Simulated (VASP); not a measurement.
# Ge (Cmcm) in VASP: further runs, part 2 of 2

VASP 6.6.1. The steps go on from the part before.

### Step 3. Single point, PBEsol

This run uses another cell than the first one, of 19.71 Å³/atom.

The input, INCAR:

```
ALGO = Normal ; EDIFF = 1E-7
ENCUT = 520 ; GGA = PS
ISIF = 2 ; ISMEAR = 1
LASPH = True ; LCHARG = False
LREAL = False ; LWAVE = False
NBANDS = 21 ; NELM = 60
PREC = Accurate ; SIGMA = 0.15
```

The input, KPOINTS:

```
k-points
0
Gamma
  11 11 6
```

The input, POSCAR:

```
Ge
1.0
    1.5267209024     -2.6621144934      0.0000000000
    1.5267209024      2.6621144934      0.0000000000
    0.0000000000      0.0000000000      4.8504452674
Ge
2
Direct
    0.6665530000      0.3334470000      0.2500000000
    0.3334470000      0.6665530000      0.7500000000
```

Potentials or basis: VASP PAW PBE potentials, release 64 (Ge_d).

Launch:

```sh
$ cat potpaw_PBE.64/Ge_d/POTCAR > POTCAR
$ mpirun -np 1 vasp_std > vasp.out
```

OUTCAR:

```text
EDIFF = 1E-7
   ENCUT = 520
   GGA = PS
   ISIF = 2
   ISMEAR = 1
   LASPH = True
   LREAL = False
   NELM = 60
   PREC = Accurate

 ion  position               nearest neighbor table
   1  0.667  0.333  0.250-
   2  0.333  0.667  0.750-

  LATTYP: Found a base centered orthorhombic cell.
 ALAT       =     3.0534418048
 B/A-ratio  =     1.7436811726
 C/A-ratio  =     1.5885173445

  Lattice vectors:

 A1 = (   1.5267209024,  -2.6621144934,   0.0000000000)
 A2 = (   1.5267209024,   2.6621144934,   0.0000000000)
 A3 = (   0.0000000000,   0.0000000000,   4.8504452674)

Analysis of symmetry for initial positions (statically):
=====================================================================
 Subroutine PRICEL returns:
 Original cell was already a primitive cell.

 Routine SETGRP: Setting up the symmetry group for a
 base centered orthorhombic supercell.

 Subroutine GETGRP returns: Found  8 space group operations
 (whereof  4 operations were pure point group operations)
 out of a pool of  8 trial point group operations.
[... 159 lines left out ...]
  ext. energy  EPLUGINS =         0.00000000
  ---------------------------------------------------
  free energy    TOTEN  =        -9.27954731 eV

  energy without entropy =       -9.27788481  energy(sigma->0) =       -9.27899314

 E-fermi :   6.1647     XC(G=0): -11.2187

 val. band max:        6.1608642862   @ k =  -0.4545   0.0909   0.0000
 cond. band min:       6.1682760174   @ k =  -0.3636   0.1818   0.0000
 fundamental gap:      0.0074117312
 Fermi energy:         6.1646671485

 k-point     1 :       0.0000    0.0000    0.0000
  band No.  band energies     occupation
      1     -18.4465      2.00000
      2     -18.4434      2.00000
      3     -18.4414      2.00000
      4     -18.4394      2.00000
      5     -18.4367      2.00000
      6     -18.4340      2.00000
[... 565 lines left out ...]
     20      18.7587      0.00000
     21      19.7927      0.00000

 [... further k-points ...]

------------------------ aborting loop because EDIFF is reached ----------------------------------------

  FORCE on cell =-STRESS in cart. coord.  units (eV):
  Direction    XX          YY          ZZ          XY          YZ          ZX
  --------------------------------------------------------------------------------------
  -------------------------------------------------------------------------------------
  Total       -1.6251952     -1.5246979     -0.0601051      0.0000000      0.0000000      0.0000000
  in kB      -66.0416820    -61.9578567     -2.4424383      0.0000000      0.0000000      0.0000000
  external PRESSURE =     -43.4806590 kB  Pullay stress =       0.0000000 kB

 VOLUME and BASIS-vectors are now :
 -----------------------------------------------------------------------------
  energy-cutoff  :      520.00
  volume of cell :       39.43
      direct lattice vectors                 reciprocal lattice vectors
     1.526720902 -2.662114493  0.000000000     0.327499282 -0.187820622  0.000000000
     1.526720902  2.662114493  0.000000000     0.327499282  0.187820622  0.000000000
     0.000000000  0.000000000  4.850445267     0.000000000  0.000000000  0.206166639

 POSITION                                       TOTAL-FORCE (eV/Angst)
 -----------------------------------------------------------------------------------
      1.52672     -0.88677      1.21261         0.000000      0.007684     -0.000000
      1.52672      0.88677      3.63783         0.000000     -0.007684      0.000000
 -----------------------------------------------------------------------------------
    total drift:                               -0.000000     -0.000000     -0.000000

  FREE ENERGIE OF THE ION-ELECTRON SYSTEM (eV)
  ---------------------------------------------------
  free  energy   TOTEN  =        -9.2795473088 eV

  energy  without entropy=       -9.2778848145  energy(sigma->0) =       -9.27899314
```

OSZICAR:

```text
N       E                     dE             d eps       ncg     rms          rms(c)
DAV:   1     0.180463328393E+03    0.18046E+03   -0.14403E+04  6905   0.375E+03
DAV:   2     0.155318366832E+02   -0.16493E+03   -0.15973E+03  6068   0.600E+02
DAV:   3    -0.859493618441E+01   -0.24127E+02   -0.23885E+02  6811   0.134E+02
DAV:   4    -0.930723651580E+01   -0.71230E+00   -0.71162E+00  6896   0.262E+01
DAV:   5    -0.931819007209E+01   -0.10954E-01   -0.10953E-01  6823   0.368E+00    0.150E+00
DAV:   6    -0.928991172819E+01    0.28278E-01   -0.32412E-02  8347   0.288E+00    0.787E-01
DAV:   7    -0.928003353024E+01    0.98782E-02   -0.15873E-02  8305   0.167E+00    0.102E-01
DAV:   8    -0.927953703948E+01    0.49649E-03   -0.14024E-03  7038   0.659E-01    0.281E-02
DAV:   9    -0.927954428120E+01   -0.72417E-05   -0.28058E-05  6712   0.614E-02    0.130E-02
DAV:  10    -0.927954753982E+01   -0.32586E-05   -0.21067E-06  7544   0.130E-02    0.454E-04
DAV:  11    -0.927954736806E+01    0.17176E-06   -0.10316E-07  4332   0.591E-03    0.368E-04
DAV:  12    -0.927954730880E+01    0.59255E-07   -0.15153E-08  3874   0.147E-03
   1 F= -.92795473E+01 E0= -.92789931E+01  d E =-.166249E-02
```

Run time: 3.3 min. Hardware: 1 thread of AMD EPYC 7R13, shared host; peak memory 0.19 GiB.

Results:

| Quantity | Value |
| --- | --- |
| Free energy | -9.2795 eV |
| Pressure | -4.3 GPa |
| Largest force | 0.008 eV/Å |
| Band gap on the k mesh | zero (bands 14 and 15 overlap by 8.60 eV) |

Forces on the atoms (eV/Å):
```
Ge   0.000  0.008  0.000
Ge   0.000 -0.008  0.000
```

Levels at points of the mesh, in eV from the Fermi level:
| k point | band 11 | band 12 | band 13 | band 14 | band 15 | band 16 | band 17 | band 18 |
| --- | --- | --- | --- | --- | --- | --- | --- | --- |
| (0.00, 0.00, 0.00) | -12.80 | -7.43 | -5.15 | 6.05 | 6.16 | 7.99 | 8.09 | 9.21 |
| (0.00, 0.00, 0.50) | -11.22 | -11.22 | 1.64 | 1.64 | 7.09 | 7.09 | 7.19 | 7.19 |

Caveat: the stress differs along the axes, from -7 to -0 GPa; the PAW data sets were made with another functional, which shifts forces and pressure a little.

### Step 4. Single point, PBEsol

This run uses another cell than the first one, of 20.44 Å³/atom.

The input, INCAR:

```
SYSTEM = Ge
PREC = Accurate
ENCUT = 520
EDIFF = 1E-6
ISMEAR = 1
SIGMA = 0.15
LREAL = .False.
LASPH = .True.
NELM = 80
ALGO = Normal
ISIF = 2
LWAVE = .False.
LCHARG = .False.
GGA = PS
NBANDS = 21
```

The input, KPOINTS:

```
regular mesh
0
Gamma
  11 11 6
  0 0 0
```

The input, POSCAR:

```
Ge
1.0
    1.5453412851     -2.6945825042      0.0000000000
    1.5453412851      2.6945825042      0.0000000000
    0.0000000000      0.0000000000      4.9096028692
Ge
2
Direct
    0.6665530000      0.3334470000      0.2500000000
    0.3334470000      0.6665530000      0.7500000000
```

Launch:

```sh
$ cat potpaw_PBE.64/Ge_d/POTCAR > POTCAR
$ mpirun -np 1 vasp_std > vasp.out
```

Run time: 3.1 min. Hardware: 1 thread of AMD EPYC 7R13, shared host; peak memory 0.2 GiB.

The run converged. Its results:

| Quantity | Value |
| --- | --- |
| Free energy | -9.2325 eV |
| Pressure | -6.1 GPa |
| Largest force | 0.006 eV/Å |
| Band gap on the k mesh | zero (bands 14 and 15 overlap by 8.26 eV) |

Forces in eV/Å, atoms in the order of the input:
```
Ge   0.000  0.006  0.000
Ge   0.000 -0.006  0.000
```

Stress tensor (GPa, compression positive):
```
-8.09  0.00  0.00
 0.00 -7.83  0.00
 0.00  0.00 -2.27
```

Levels at points of the mesh, in eV from the Fermi level:
```csv
k point,band 10,band 11,band 12,band 13,band 14,band 15,band 16,band 17,band 18,band 19
"(0.00, 0.00, 0.00)",-24.52,-12.50,-7.37,-4.94,5.84,5.94,7.71,7.81,8.85,10.43
"(0.00, 0.00, 0.50)",-24.54,-10.98,-10.98,1.57,1.57,6.83,6.83,6.93,6.93,11.73
```

Caveat: the stress differs along the axes, from -8 to -2 GPa; the PAW data sets were made with another functional, which shifts forces and pressure a little.

### Step 5. Overview

```tsv
cell	gap on the mesh (eV)	pressure (GPa)	largest force (eV/Å)
a = 3.030, b = 3.030, c = 4.790 Å, angles 90.0, 90.0, 120.3°, 2 atoms	none	-2.2	0.01
a = 3.069, b = 3.069, c = 4.850 Å, angles 90.0, 90.0, 120.3°, 2 atoms	none	-4.3	0.01
a = 3.106, b = 3.106, c = 4.910 Å, angles 90.0, 90.0, 120.3°, 2 atoms	none	-6.1	0.01
```

Alike in all rows: task single point; level PBEsol; potentials or basis VASP PAW PBE potentials, release 64 (Ge_d); no spin polarisation; k mesh 11 × 11 × 6; cutoff (eV) 520; smearing methfessel-paxton 0.15 eV.

Caveats: the PAW data sets were made with another functional, which shifts forces and pressure a little; the stress differs along the axes, from -5 to 2 GPa (at least some runs); the stress differs along the axes, from -7 to -0 GPa (at least some runs); the stress differs along the axes, from -8 to -2 GPa (at least some runs).

Total energies depend on the potentials used, so only differences within one code and one set of settings carry meaning.

The gap in the log of VASP goes by the Fermi energy; the results here count the filled bands.